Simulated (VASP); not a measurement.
TiO2 (Rutile):

```
Ti O
1.0
     4.59220    0.00000    0.00000
     0.00000    4.59220    0.00000
     0.00000    0.00000    2.95740
Ti O
2 4
Direct
  0.00000 0.00000 0.00000
  0.50000 0.50000 0.50000
  0.30496 0.30496 0.00000
  0.19504 0.80496 0.50000
  0.69504 0.69504 0.00000
  0.80496 0.19504 0.50000
```

Base run:

* Program: VASP 6.6.1
* Functional: PBEsol
* Potentials or basis: VASP PAW PBE potentials, release 64 (Ti_sv, O)
* Cutoff: 520 eV
* k mesh: 7 × 7 × 10
* Occupations: tetrahedron
* Spin: no spin polarisation

Its results: band gap on the k mesh 1.84 eV, direct; pressure -1.0 GPa; largest force 0.056 eV/Å.

Problem. The run is repeated on the same cell with these changes: functional from PBEsol to PBE; occupations from tetrahedron to fermi-dirac, width 0.02 eV. What comes out?

Solution. Band gap on the k mesh 1.87 eV, direct; pressure 6.1 GPa; largest force 0.126 eV/Å.

Caveats: the PAW data sets were made with another functional, which shifts forces and pressure a little (some runs).

A k mesh can miss the band edges.
